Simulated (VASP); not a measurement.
Write the native input for VASP 6.6.1 that does the following.

```yaml
Task: relaxation of cell and atoms
Functional: PBE
Potentials_or_basis: VASP PAW PBE potentials, release 64 (Zn, Sn_d, N)
Cutoff: 600 eV
k_mesh: 12 × 12 × 8
Occupations: gaussian, width 0.1 eV
Spin: no spin polarisation
Dipole_correction: no
Further_INCAR_settings: ALGO = Normal; EDIFF = 1e-07; IBRION = 2; EDIFFG = -0.01; NSW = 100; ISIF = 3
```

The structure of ZnSn2N2 lies in POSCAR:

```
ZnSn2N2
1.0
    4.7068139757      0.0000000000      0.0000000000
   -2.3534069879      4.0762204738      0.0000000000
    0.0000000000      0.0000000000      4.5216414052
Zn Sn N
1 2 2
Direct
    0.0000000000      0.0000000000      0.0000000000
    0.3333333333      0.6666666667      0.5000000000
    0.6666666667      0.3333333333      0.5000000000
    0.3333333333      0.6666666667      0.0000000000
    0.6666666667      0.3333333333      0.0000000000
```

The cell was generated, and may not be a known phase.

These files were run (other wordings do the same):

INCAR

```
PREC = Accurate
ENCUT = 600
EDIFF = 1E-7
ISMEAR = 0
SIGMA = 0.1
LREAL = F
LASPH = T
NELM = 100
ALGO = Normal
ISIF = 3
LWAVE = F
LCHARG = F
GGA = PE
IBRION = 2
NSW = 100
EDIFFG = -0.01
```

KPOINTS

```
Automatic mesh
0
Gamma
  12 12 8
```

Potentials or basis: VASP PAW PBE potentials, release 64 (Zn, Sn_d, N).

Command:

```bash
$ cat potpaw_PBE.64/Zn/POTCAR potpaw_PBE.64/Sn_d/POTCAR potpaw_PBE.64/N/POTCAR > POTCAR
$ mpirun -np 1 vasp_std > vasp.out
```

It gave:

```
Relaxed volume                        : 17.35 Å³/atom
Relaxed cell                          : a = 4.652 Å, b = 4.652 Å, c = 4.627 Å, α = 90.00°, β = 90.00°, γ = 120.00°
Space group after relaxing (to 0.1 Å) : P6/mmm (No. 191)
Energy gained by relaxing             : 5.0 meV/atom
Ionic steps                           : 7
Pressure after relaxing               : 0.0 GPa
Band gap on the k mesh                : zero (bands 25 and 26 overlap by 1.01 eV)
```

Caveat: spin-orbit coupling is left out, which moves the levels of the heavy elements.

Run time: 29 min on 1 thread of Intel Xeon 8259CL, with other jobs on the host, peak memory 0.46 GiB.
